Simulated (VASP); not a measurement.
# Rh (Fm-3m) in VASP: settings compared

Rh is run at these levels: PBE, r2SCAN; tasks: single point.

Program: VASP 6.6.1. These are calculated values, not measurements. Logs are shortened: lines on timing, memory, paths and dates and some standing lists are left out, and cuts for length are marked.

### 1 The cell of the first run

The structure is cubic, space group Fm-3m (No. 225). Conventional cell: a = 3.906 Å, b = 3.906 Å, c = 3.906 Å, α = 90.00°, β = 90.00°, γ = 90.00°. Within 3.6 Å of Rh (site symmetry m-3m) lie 12 Rh at 2.76 Å.

### 2 Single point, PBE

INCAR

```
SYSTEM = Rh
PREC     = Accurate       ! precision mode
ENCUT    = 520            ! plane-wave cutoff, eV
EDIFF    = 1E-6           ! SCF threshold, eV
ISMEAR   = -1             ! smearing method
SIGMA    = 0.06122561905347299 ! smearing width, eV
LREAL    = .False.        ! projectors in reciprocal space
LASPH    = .True.         ! aspherical terms in the spheres
NELM     = 60             ! most SCF steps
ALGO     = Normal         ! electronic algorithm
ISIF     = 2              ! what is computed and relaxed
LWAVE    = .False.        ! write WAVECAR
LCHARG   = .False.        ! write CHGCAR
GGA      = PE             ! functional
NBANDS   = 14             ! bands
```

KPOINTS

```
Automatic mesh
0
Gamma
  17 17 17
  0 0 0
```

POSCAR

```
Rh
1.0
    0.0000000000      1.9530133223      1.9530133223
    1.9530133223      0.0000000000      1.9530133223
    1.9530133223      1.9530133223      0.0000000000
Rh
1
Direct
    0.0000000000      0.0000000000      0.0000000000
```

Potentials or basis: VASP PAW PBE potentials, release 64 (Rh_pv).

Run with:

```bash
$ cat potpaw_PBE.64/Rh_pv/POTCAR > POTCAR
$ mpirun -np 1 vasp_std > vasp.out
```

OUTCAR:

```text
SYSTEM = Rh
   PREC = Accurate
   ENCUT = 520
   EDIFF = 1E-6
   ISMEAR = -1
   LREAL = .False.
   LASPH = .True.
   NELM = 60
   ISIF = 2
   GGA = PE

 ion  position               nearest neighbor table
   1  0.000  0.000  0.000-

  LATTYP: Found a face centered cubic cell.
 ALAT       =     3.9060266446

  Lattice vectors:

 A1 = (   0.0000000000,   1.9530133223,   1.9530133223)
 A2 = (   1.9530133223,   0.0000000000,   1.9530133223)
 A3 = (   1.9530133223,   1.9530133223,   0.0000000000)

Analysis of symmetry for initial positions (statically):
=====================================================================
 Subroutine PRICEL returns:
 Original cell was already a primitive cell.

 Routine SETGRP: Setting up the symmetry group for a
 face centered cubic supercell.

 Subroutine GETGRP returns: Found 48 space group operations
 (whereof 48 operations were pure point group operations)
 out of a pool of 48 trial point group operations.

The static configuration has the point symmetry O_h .

Analysis of symmetry for dynamics (positions and initial velocities):
=====================================================================
 Subroutine PRICEL returns:
 Original cell was already a primitive cell.

 Routine SETGRP: Setting up the symmetry group for a
 face centered cubic supercell.

 Subroutine GETGRP returns: Found 48 space group operations
 (whereof 48 operations were pure point group operations)
 out of a pool of 48 trial point group operations.

The dynamic configuration has the point symmetry O_h .

 Subroutine INISYM returns: Found 48 space group operations
 (whereof 48 operations are pure point group operations),
 and found     1 'primitive' translations

----------------------------------------------------------------------------------------

                                     Primitive cell

  volume of cell :      14.8986

  direct lattice vectors                    reciprocal lattice vectors
     0.000000000  1.953013322  1.953013322    -0.256014639  0.256014639  0.256014639
     1.953013322  0.000000000  1.953013322     0.256014639 -0.256014639  0.256014639
     1.953013322  1.953013322  0.000000000     0.256014639  0.256014639 -0.256014639

  length of vectors
     2.761977928  2.761977928  2.761977928     0.443430362  0.443430362  0.443430362

  position of ions in fractional coordinates (direct lattice)
     0.000000000  0.000000000  0.000000000

  ion indices of the primitive-cell ions
   primitive index   ion index
                 1           1

----------------------------------------------------------------------------------------

 KPOINTS: Automatic mesh

Automatic generation of k-mesh.
 Grid dimensions read from file:
 generate k-points for:   17   17   17

 Generating k-lattice:

  Cartesian coordinates                     Fractional coordinates (reciprocal lattice)
    -0.015059685  0.015059685  0.015059685     0.058823529  0.000000000  0.000000000
     0.015059685 -0.015059685  0.015059685     0.000000000  0.058823529  0.000000000
     0.015059685  0.015059685 -0.015059685     0.000000000  0.000000000  0.058823529

  Length of vectors
     0.026084139  0.026084139  0.026084139

  Shift w.r.t. Gamma in fractional coordinates (k-lattice)
     0.000000000  0.000000000  0.000000000

 Subroutine IBZKPT returns following result:
 ===========================================

 Found    165 irreducible k-points:

 Following reciprocal coordinates:
            Coordinates               Weight
  0.000000  0.000000  0.000000      1.000000
  0.058824  0.000000  0.000000      8.000000
  0.117647  0.000000  0.000000      8.000000
  0.176471  0.000000  0.000000      8.000000
  0.235294  0.000000  0.000000      8.000000
  0.294118  0.000000  0.000000      8.000000
[... 16 lines left out ...]
 -0.176471  0.058824  0.000000     24.000000
 -0.117647  0.058824  0.000000     24.000000
 [... further k-points ...]
   k-points           NKPTS =    165   k-points in BZ     NKDIM =    165   number of bands    NBANDS=     14
   number of dos      NEDOS =    301   number of ions     NIONS =      1
   total plane-waves  NPLWV =  13824
   dimension x,y,z NGX =    24 NGY =   24 NGZ =   24
   dimension x,y,z NGXF=    48 NGYF=   48 NGZF=   48
   ions per type =               1
   NGX,Y,Z   is equivalent  to a cutoff of  14.45, 14.45, 14.45 a.u.
   NGXF,Y,Z  is equivalent  to a cutoff of  28.89, 28.89, 28.89 a.u.
 SYSTEM =  Rh
   PREC   = accura    normal or accurate (medium, high low for compatibility)
   ISTART =      0    job   : 0-new  1-cont  2-samecut
   ICHARG =      2    charge: 1-file 2-atom 10-const
   ISPIN  =      1    spin polarized calculation?
   LNONCOLLINEAR =      F non collinear calculations
   LSORBIT =      F    spin-orbit coupling
   LASPH  =      T    aspherical Exc in radial PAW
   ENCUT  =  520.0 eV  38.22 Ry    6.18 a.u.   5.14  5.14  5.14*2*pi/ulx,y,z
   NELM   =     60;   NELMIN=  2; NELMDL= -5     # of ELM steps
   EDIFF  = 0.1E-05   stopping-criterion for ELM
   LREAL  =      F    real-space projection
   EDIFFG = 0.1E-04   stopping-criterion for IOM
   NSW    =      0    number of steps for IOM
   IBRION =     -1    ionic relax: 0-MD 1-quasi-New 2-CG
   NFREE  =      0    steps in history (QN), initial steepest desc. (CG)
   ISIF   =      2    stress and relaxation
   ISYM   =      2    0-nonsym 1-usesym 2-fastsym
   POTIM  = 0.5000    time-step for ionic-motion
   TEBEG  =    0.0;   TEEND  =   0.0 temperature during run
   PSTRESS=    0.0 pullay stress
   NELECT =      15.0000    total number of electrons
   NUPDOWN=      -1.0000    fix difference up-down
   EMIN   =  10.00;   EMAX   =-10.00  energy-range for DOS
   EFERMI =   0.00;   METHOD = LEGACY
   ISMEAR =    -1;   SIGMA  =   0.06  broadening in eV -4-tet -1-fermi 0-gaus
   EFERMI_NEDOS =   21; number of points for ismear=-14 and -15
   IALGO  =     38    algorithm
   IMIX   =      4    mixing-type and parameters
     AMIX     =   0.40;   BMIX     =  1.00
     AMIX_MAG =   1.60;   BMIX_MAG =  1.00
  volume/ion in A,a.u.               =      14.90       100.54
  Fermi-wavevector in a.u.,A,eV,Ry     =   1.640804  3.100670 36.630120  2.692238
  Thomas-Fermi vector in A             =   2.731381
   LORBIT       =      0    0 simple, 1 ext, 2 COOP (PROOUT), +10 PAW based schemes
   GGA     = PE    functional components
   LHFCALC =     F    Hartree Fock is set to
   AEXX    =    0.0000 exact exchange contribution
   IVDW    =     0    specifies the selected vdW correction
   LEPSILON=     F    determine dielectric tensor
   LRPA    =     F    only Hartree local field effects (RPA)
 non-spin polarized calculation
  energy-cutoff  :      520.00
  volume of cell :       14.90
 maximum number of plane-waves:       415
 NGX is ok and might be reduce to    24
   NGX = 11   NGY = 11   NGZ = 11

 number of electron      15.0000001 magnetization

 Free energy of the ion-electron system (eV)
  ---------------------------------------------------
  ext. energy  EPLUGINS =         0.00000000
  ---------------------------------------------------
  free energy    TOTEN  =        -7.23216013 eV

  energy without entropy =       -7.21539766  energy(sigma->0) =       -7.22377890

 E-fermi :  10.4863     XC(G=0): -13.5187

 val. band max:       10.4753810210   @ k =   0.4118   0.2353   0.0588
 cond. band min:      10.5020013773   @ k =   0.4118   0.2941   0.0588
 fundamental gap:      0.0266203563
 Fermi energy:        10.4863463757

 k-point     1 :       0.0000    0.0000    0.0000
  band No.  band energies     occupation
      1     -35.7495      2.00000
      2     -35.7495      2.00000
      3     -35.7495      2.00000
      4       3.1123      2.00000
      5       7.7747      2.00000
      6       7.7747      2.00000
      7       7.7747      2.00000
      8       9.6100      2.00000
      9       9.6100      2.00000
     10      26.5083      0.00000
     11      31.2643      0.00000
     12      31.5199      0.00000
     13      31.5199      0.00000
     14      31.5199      0.00000

 k-point     2 :       0.0588    0.0000    0.0000
  band No.  band energies     occupation
      1     -35.7687      2.00000
      2     -35.7521      2.00000
      3     -35.7521      2.00000
      4       3.2417      2.00000
      5       7.7210      2.00000
      6       7.8233      2.00000
      7       7.8233      2.00000
      8       9.5842      2.00000
      9       9.5842      2.00000
     10      26.6793      0.00000
     11      30.7495      0.00000
     12      31.2662      0.00000
     13      31.6954      0.00000
     14      31.6954      0.00000

 k-point     3 :       0.1176    0.0000    0.0000
  band No.  band energies     occupation
      1     -35.8234      2.00000
      2     -35.7597      2.00000
      3     -35.7597      2.00000
      4       3.6127      2.00000
      5       7.5893      2.00000
      6       7.9479      2.00000
      7       7.9479      2.00000
      8       9.5323      2.00000
      9       9.5323      2.00000
     10      27.1092      0.00000
     11      29.1988      0.00000
     12      31.2660      0.00000
     13      32.1989      0.00000
     14      32.1989      0.00000

 k-point     4 :       0.1765    0.0000    0.0000
  band No.  band energies     occupation
      1     -35.9057      2.00000
      2     -35.7711      2.00000
      3     -35.7711      2.00000
      4       4.1599      2.00000
      5       7.4731      2.00000
      6       8.0768      2.00000
      7       8.0768      2.00000
      8       9.5343      2.00000
      9       9.5343      2.00000
     10      27.1386      0.00000
     11      27.8932      0.00000
     12      31.2661      0.00000
     13      32.9538      0.00000
     14      32.9538      0.00000

 k-point     5 :       0.2353    0.0000    0.0000
  band No.  band energies     occupation
      1     -36.0040      2.00000
      2     -35.7849      2.00000
      3     -35.7849      2.00000
      4       4.7231      2.00000
      5       7.5596      2.00000
      6       8.1098      2.00000
      7       8.1098      2.00000
      8       9.6943      2.00000
      9       9.6943      2.00000
     10      25.4428      0.00000
     11      27.8623      0.00000
[... 276 lines left out ...]
 k-point    22 :      -0.2353    0.0588    0.0000
  band No.  band energies     occupation
      1     -36.0393      2.00000
      2     -35.8098      2.00000
      3     -35.7838      2.00000
      4       4.9785      2.00000
      5       7.5231      2.00000
      6       8.1070      2.00000
      7       8.1653      2.00000
      8       9.5062      2.00000
      9      10.1635      1.98980
     10      24.8816      0.00000
     11      27.8170      0.00000
     12      31.2651      0.00000
     13      32.3349      0.00000
     14      34.2849      0.00000

 k-point    23 :      -0.1765    0.0588    0.0000
  band No.  band energies     occupation
      1     -35.9419      2.00000
      2     -35.7939      2.00000
      3     -35.7702      2.00000
      4       4.4635      2.00000
      5       7.3625      2.00000
      6       8.1444      2.00000
      7       8.1684      2.00000
      8       9.3108      2.00000
      9       9.8389      1.99995
     10      26.7111      0.00000
     11      27.9363      0.00000
     12      31.2658      0.00000
     13      32.0822      0.00000
     14      34.0770      0.00000

 k-point    24 :      -0.1176    0.0588    0.0000
  band No.  band energies     occupation
      1     -35.8564      2.00000
      2     -35.7781      2.00000
      3     -35.7595      2.00000
      4       3.8884      2.00000
      5       7.4627      2.00000
      6       8.0354      2.00000
      7       8.0672      2.00000
      8       9.3409      2.00000
      9       9.6820      2.00000
     10      27.3791      0.00000
     11      28.5981      0.00000
     12      31.2662      0.00000
     13      31.6359      0.00000
     14      33.0314      0.00000

 [... further k-points ...]

------------------------ aborting loop because EDIFF is reached ----------------------------------------

  FORCE on cell =-STRESS in cart. coord.  units (eV):
  Direction    XX          YY          ZZ          XY          YZ          ZX
  --------------------------------------------------------------------------------------
  -------------------------------------------------------------------------------------
  Total       -1.1987524     -1.1987524     -1.1987524     -0.0000000      0.0000000     -0.0000000
  in kB     -128.9123302   -128.9123302   -128.9123302     -0.0000000      0.0000000     -0.0000000
  external PRESSURE =    -128.9123302 kB  Pullay stress =       0.0000000 kB

 VOLUME and BASIS-vectors are now :
 -----------------------------------------------------------------------------
  energy-cutoff  :      520.00
  volume of cell :       14.90
      direct lattice vectors                 reciprocal lattice vectors
     0.000000000  1.953013322  1.953013322    -0.256014639  0.256014639  0.256014639
     1.953013322  0.000000000  1.953013322     0.256014639 -0.256014639  0.256014639
     1.953013322  1.953013322  0.000000000     0.256014639  0.256014639 -0.256014639

 POSITION                                       TOTAL-FORCE (eV/Angst)
 -----------------------------------------------------------------------------------
      0.00000      0.00000      0.00000         0.000000      0.000000      0.000000
 -----------------------------------------------------------------------------------
    total drift:                               -0.000000      0.000000      0.000000

  FREE ENERGIE OF THE ION-ELECTRON SYSTEM (eV)
  ---------------------------------------------------
  free  energy   TOTEN  =        -7.2321601291 eV

  energy  without entropy=       -7.2153976634  energy(sigma->0) =       -7.22377890
```

It took 9.9 s on 1 thread of Intel Xeon 6975P-C (Granite Rapids), shared host; peak memory 0.16 GiB.

What came out:

```yaml
Free_energy: -7.2322 eV
Pressure: -12.9 GPa
```

### 3 Single point, r2SCAN

This run uses another cell than the first one, of 12.93 Å³/atom, 0.868 times its volume.

POSCAR

```
Rh
1.0
    0.0000000000      1.8629413960      1.8629413960
    1.8629413960      0.0000000000      1.8629413960
    1.8629413960      1.8629413960      0.0000000000
Rh
1
Direct
    0.0000000000      0.0000000000      0.0000000000
```

INCAR.step1

```
PREC = Accurate
ENCUT = 520
ISMEAR = -1
SIGMA = 0.1
LREAL = F
LASPH = T
NELM = 80
NBANDS = 14
GGA = PE
ALGO = Normal
EDIFF = 1E-4
LWAVE = T
LCHARG = F
```

INCAR.step2

```
PREC = Accurate
ENCUT = 520
EDIFF = 1E-6
ISMEAR = -1
SIGMA = 0.1
LREAL = F
LASPH = T
NELM = 80
ALGO = Normal
ISIF = 2
LWAVE = F
LCHARG = F
METAGGA = R2SCAN
LMIXTAU = T
NBANDS = 14
ISTART = 1
```

KPOINTS

```
regular mesh
0
Gamma
  15 15 15
```

Potentials or basis: VASP PAW PBE potentials, release 64 (Rh_pv).

Run with:

```bash
$ cat potpaw_PBE.64/Rh_pv/POTCAR > POTCAR
$ cp INCAR.step1 INCAR
$ mpirun -np 1 vasp_std > vasp.out
$ cp INCAR.step2 INCAR
$ mpirun -np 1 vasp_std > vasp.out
```

Wall time 29 s (1 thread of Intel Xeon 6975P-C (Granite Rapids), shared host); peak memory 0.14 GiB.

Results (log left out):

- Free energy: -24.1039 eV
- Pressure: 21.3 GPa

Levels at points of the mesh, in eV from the Fermi level:
```csv
k point,band 4,band 5,band 6,band 7,band 8,band 9,band 10,band 11
"(0.00, 0.00, 0.00)",-8.65,-3.49,-3.49,-3.49,-1.17,-1.17,16.65,17.31
```

Caveat: the PAW data sets were made with another functional, which shifts forces and pressure a little.

### 4 Single point, r2SCAN

This run uses another cell than the first one, of 12.93 Å³/atom, 0.868 times its volume.

POSCAR is that of step 3.

INCAR.step1

```
SYSTEM = Rh
PREC = Accurate
ENCUT = 520
ISMEAR = -1
SIGMA = 0.1
LREAL = .FALSE.
LASPH = .TRUE.
NELM = 100
NBANDS = 14
GGA = PE
ALGO = Normal
EDIFF = 1E-4
LWAVE = .TRUE.
LCHARG = .FALSE.
```

INCAR.step2

```
SYSTEM = Rh
PREC = Accurate
ENCUT = 520
EDIFF = 1E-6
ISMEAR = -1
SIGMA = 0.1
LREAL = .FALSE.
LASPH = .TRUE.
NELM = 100
ALGO = Normal
ISIF = 2
LWAVE = .FALSE.
LCHARG = .FALSE.
METAGGA = R2SCAN
LMIXTAU = .TRUE.
NBANDS = 14
ISTART = 1
```

KPOINTS

```
regular mesh
0
G
  15 15 15
  0 0 0
```

Run with:

```bash
$ cat potpaw_PBE.64/Rh_pv/POTCAR > POTCAR
$ cp INCAR.step1 INCAR
$ mpirun -np 1 vasp_std > vasp.out
$ cp INCAR.step2 INCAR
$ mpirun -np 1 vasp_std > vasp.out
```

It took 2.1 min on 1 thread of AMD EPYC 7R13, shared host; peak memory 0.11 GiB.

Results (log left out):

```yaml
Free_energy: -24.1039 eV
Pressure: 21.3 GPa
```

Levels at points of the mesh, in eV from the Fermi level:
| k point | band 5 | band 6 | band 7 | band 8 | band 9 | band 10 |
| --- | --- | --- | --- | --- | --- | --- |
| (0.00, 0.00, 0.00) | -3.49 | -3.49 | -3.49 | -1.17 | -1.17 | 16.65 |

Caveat: the PAW data sets were made with another functional, which shifts forces and pressure a little.

### 5 Single point, r2SCAN

This run uses another cell than the first one, of 13.35 Å³/atom, 0.896 times its volume.

POSCAR

```
Rh
1.0
    0.0000000000      1.8829745599      1.8829745599
    1.8829745599      0.0000000000      1.8829745599
    1.8829745599      1.8829745599      0.0000000000
Rh
1
Direct
    0.0000000000      0.0000000000      0.0000000000
```

INCAR.step1

```
SYSTEM = Rh
ALGO = Normal
EDIFF = 1E-4
ENCUT = 520
GGA = PE
ISMEAR = -1
LASPH = .True.
LCHARG = .False.
LREAL = .False.
LWAVE = .True.
NBANDS = 14
NELM = 100
PREC = Accurate
SIGMA = 0.1
```

INCAR.step2

```
SYSTEM = Rh
ALGO = Normal
EDIFF = 1E-6
ENCUT = 520
ISIF = 2
ISMEAR = -1
ISTART = 1
LASPH = .True.
LCHARG = .False.
LMIXTAU = .True.
LREAL = .False.
LWAVE = .False.
METAGGA = R2SCAN
NBANDS = 14
NELM = 100
PREC = Accurate
SIGMA = 0.1
```

KPOINTS

```
k-points
0
Gamma
  15 15 15
  0 0 0
```

Run with:

```bash
$ cat potpaw_PBE.64/Rh_pv/POTCAR > POTCAR
$ cp INCAR.step1 INCAR
$ mpirun -np 1 vasp_std > vasp.out
$ cp INCAR.step2 INCAR
$ mpirun -np 1 vasp_std > vasp.out
```

Wall time 2.4 min (1 thread of AMD EPYC 7R13, shared host); peak memory 0.11 GiB.

The run converged. Its results:

| Item | Value |
| --- | --- |
| Free energy | -24.1448 eV |
| Pressure | 9.8 GPa |

Levels at points of the mesh, in eV from the Fermi level:
```
           k point  band 4  band 5  band 6  band 7  band 8  band 9  band 10  band 11
(0.00, 0.00, 0.00)   -8.40   -3.32   -3.32   -3.32   -1.11   -1.11    16.70    17.35
```

Caveat: the PAW data sets were made with another functional, which shifts forces and pressure a little.

### 6 Summary

```tsv
level	cell	k mesh	smearing	gap on the mesh (eV)	pressure (GPa)
PBE	a = 2.762 Å, angles 60.0°, 1 atom	17 × 17 × 17	fermi-dirac 0.0612256 eV	none	-12.9
r2SCAN	a = 2.635 Å, angles 60.0°, 1 atom	15 × 15 × 15	fermi-dirac 0.1 eV	none	21.3
r2SCAN	a = 2.663 Å, angles 60.0°, 1 atom	15 × 15 × 15	fermi-dirac 0.1 eV	none	9.8
```

Alike in all rows: task single point; potentials or basis VASP PAW PBE potentials, release 64 (Rh_pv); no spin polarisation; cutoff (eV) 520.

Caveats: the PAW data sets were made with another functional, which shifts forces and pressure a little (some runs).

Absolute energies hang on the potentials; compare differences alone.
